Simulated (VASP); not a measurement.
Crystal: Bi.

```
CELL_PARAMETERS angstrom
4.53900 0.00000 0.00000
-2.26950 3.93089 0.00000
0.00000 0.00000 11.82900
ATOMIC_POSITIONS crystal
Bi 0.33333 0.66667 0.25000
Bi 0.66667 0.33333 0.75000
```

This isn't the form of Bi at room conditions, which is rhombohedral.

Base run:

```yaml
Program: VASP 6.6.1
Functional: PBE
Potentials_or_basis: VASP PAW PBE potentials, release 64 (Bi_d)
Cutoff: 520 eV
k_mesh: 9 × 9 × 3
Occupations: fermi-dirac, width 0.03 eV
Spin: no spin polarisation
```

Its results: pressure -3.3 GPa.

**Question.** The run is repeated on the same cell with these changes: spin from no spin polarisation to non-collinear spin, zero start, spin-orbit coupling; further incar settings from ALGO = Normal; EDIFF = 1e-06; NBANDS = 22 to ALGO = Normal; EDIFF = 1e-08; NBANDS = 42. What comes out?

**Answer.** Pressure -1.9 GPa; net moment 0.00 μB per cell.

Caveats: the cell stands under tension (at least some runs).
